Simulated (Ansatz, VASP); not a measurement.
# One calculation of AgIr2, two programs

```
Ag Ir
1.0
     4.50596    0.00000    0.00000
    -2.25298    3.90227    0.00000
     0.00000    0.00000    2.67622
Ag Ir
1 2
Direct
  0.00000 0.00000 0.00000
  0.33333 0.66667 0.50000
  0.66667 0.33333 0.50000
```

Alike in both runs: functional PBE; k mesh 6 × 6 × 4; occupations gaussian, width 0.1 eV; no spin polarisation.

Ansatz relaxed the structure, and its values are those at the end. VASP's run is a single point on that final structure, the one shown.

|  | VASP | Ansatz |
| --- | --- | --- |
| version | VASP 6.6.1 | Ansatz 0.2.0 |
| potentials or method | VASP PAW PBE potentials, release 64 (Ag, Ir), cutoff 520 eV | scalar-relativistic, plane waves, PAW |
| valence electrons in the cell | 29 | 53 |

|  | VASP | Ansatz | Ansatz less VASP |
| --- | --- | --- | --- |
| gap on the k mesh at the Fermi level (eV) | none | none | - |
| pressure (GPa) | 0.1 | 0.0 | -0.09 |

A gap of «none» marks a metal or a gap that the smearing closes. VASP's potentials hold 29 valence electrons a cell and Ansatz's 53, so a difference there can come from the potentials and not from the codes.

The k mesh is coarse, so the values compare programs but aren't converged. Neither program's run includes spin-orbit coupling.
